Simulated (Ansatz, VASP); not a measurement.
## Te3W in VASP and in Ansatz

The input INCAR:

```
SYSTEM = Te3W
PREC = Accurate ; ENCUT = 520
EDIFF = 1E-7 ; ISMEAR = -1
SIGMA = 0.15 ; LREAL = .FALSE.
LASPH = .TRUE. ; NELM = 100
ALGO = Normal ; ISIF = 2
LWAVE = .FALSE. ; LCHARG = .TRUE.
GGA = PS ; LELF = .TRUE.
LVHAR = .TRUE. ; NBANDS = 24
```

Contents of KPOINTS:

```
regular mesh
0
G
  8 8 8
  0 0 0
```

The input POSCAR:

```
Te3W
1.0
    5.3336070338      0.0000000000      0.0000000000
    0.0000000000      5.3336070338      0.0000000000
    0.0000000000      0.0000000000      5.3336070338
Te W
3 1
Direct
    0.0000000000      0.0000000000      0.5000000000
    0.0000000000      0.5000000000      0.0000000000
    0.5000000000      0.0000000000      0.0000000000
    0.0000000000      0.0000000000      0.0000000000
```

Input for Ansatz:

```yaml
crystal:
  lattice:
    - [5.3336070338, 0.0, 0.0]
    - [0.0, 5.3336070338, 0.0]
    - [0.0, 0.0, 5.3336070338]
  atoms:
    - { symbol: Te, position: [0.0, 0.0, 0.5] }
    - { symbol: Te, position: [0.0, 0.5, 0.0] }
    - { symbol: Te, position: [0.5, 0.0, 0.0] }
    - { symbol: W, position: [0.0, 0.0, 0.0] }
basis:
  ecutwfc: 420
kpoints:
  mp_grid: { grid: [8, 8, 8] }
hamiltonian:
  xc: pbesol
scf:
  occupations: { method: fermi_dirac, width: 0.15 }
output:
  forces: true
  stress: true
  eigenvalues: true
  write_density: true
  write_potential: true
  elf: true
  volumetric_format: npy
```

Alike in both runs: task single point; functional PBEsol; k mesh 8 × 8 × 8; occupations fermi-dirac, width 0.15 eV; no spin polarisation.

|  | VASP | Ansatz |
| --- | --- | --- |
| version | VASP 6.6.1 | Ansatz 0.2.0 |
| potentials or method | VASP PAW PBE potentials, release 64 (Te, W_sv), cutoff 520 eV | scalar-relativistic, plane waves, PAW |
| valence electrons in the cell | 32 | 62 |

|  | VASP | Ansatz | Ansatz less VASP |
| --- | --- | --- | --- |
| gap on the k mesh at the Fermi level (eV) | none | none | - |
| pressure (GPa) | -1.1 | -1.1 | -0.03 |

VASP's potentials were made for PBE, not for PBEsol. A gap of «none» marks a metal or a gap that the smearing closes. VASP's potentials hold 32 valence electrons a cell and Ansatz's 62, so a difference there can come from the potentials and not from the codes.

Spin-orbit coupling is off throughout.
